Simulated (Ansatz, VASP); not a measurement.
**Sn in VASP and in Ansatz**

Contents of POSCAR:

```
Sn
1.0
    0.0000000000      3.2840539893      3.2840539893
    3.2840539893      0.0000000000      3.2840539893
    3.2840539893      3.2840539893      0.0000000000
Sn
2
Direct
    0.5000000000      0.5000000000      0.5000000000
    0.7500000000      0.7500000000      0.7500000000
```

INCAR.step1

```
PREC = Accurate
ENCUT = 520
ISMEAR = -1
SIGMA = 0.1
LREAL = F
LASPH = T
NELM = 80
NBANDS = 21
GGA = PE
ALGO = Normal
EDIFF = 1E-4
LWAVE = T
LCHARG = F
```

The input INCAR.step2:

```
PREC = Accurate
ENCUT = 520
EDIFF = 1E-6
ISMEAR = -1
SIGMA = 0.1
LREAL = F
LASPH = T
NELM = 80
ALGO = Normal
ISIF = 2
LWAVE = F
LCHARG = F
METAGGA = R2SCAN
LMIXTAU = T
NBANDS = 21
ISTART = 1
```

Contents of KPOINTS:

```
regular mesh
0
Gamma
  2 2 2
```

Input for Ansatz:

```yaml
crystal:
  lattice:
    - [0.0, 3.2840539893, 3.2840539893]
    - [3.2840539893, 0.0, 3.2840539893]
    - [3.2840539893, 3.2840539893, 0.0]
  atoms:
    - { symbol: Sn, position: [0.5, 0.5, 0.5] }
    - { symbol: Sn, position: [0.75, 0.75, 0.75] }
hamiltonian:
  xc: r2scan
  pseudopotentials:
    kind: paw
    azcp:
      Sn: "pseudopotentials/Sn.paw.azcp"
basis:
  ecutwfc: 500
  fft_grid_basis: typed
kpoints:
  mp_grid: { grid: [2, 2, 2], shift: [0, 0, 0] }
magnetization:
  spin_polarized: false
scf:
  occupations: { method: fermi_dirac, width: 0.1 }
  lower_state_search: "off"
output:
  stress: true
```

Alike in both runs: task single point; functional r2SCAN; k mesh 2 × 2 × 2; occupations fermi-dirac, width 0.1 eV; no spin polarisation.

|  | VASP | Ansatz |
| --- | --- | --- |
| version | VASP 6.6.1 | Ansatz 0.2.0 |
| potentials or method | VASP PAW PBE potentials, release 64 (Sn_d), cutoff 520 eV | plane waves (500 eV) with PAW, scalar-relativistic |
| valence electrons in the cell | 28 | 28 |

|  | VASP | Ansatz | Ansatz less VASP |
| --- | --- | --- | --- |
| pressure (GPa) | 7.8 | 7.9 | +0.03 |

VASP's potentials were made for PBE, not for r2SCAN.

The k mesh is coarse, so the values compare programs but aren't converged.
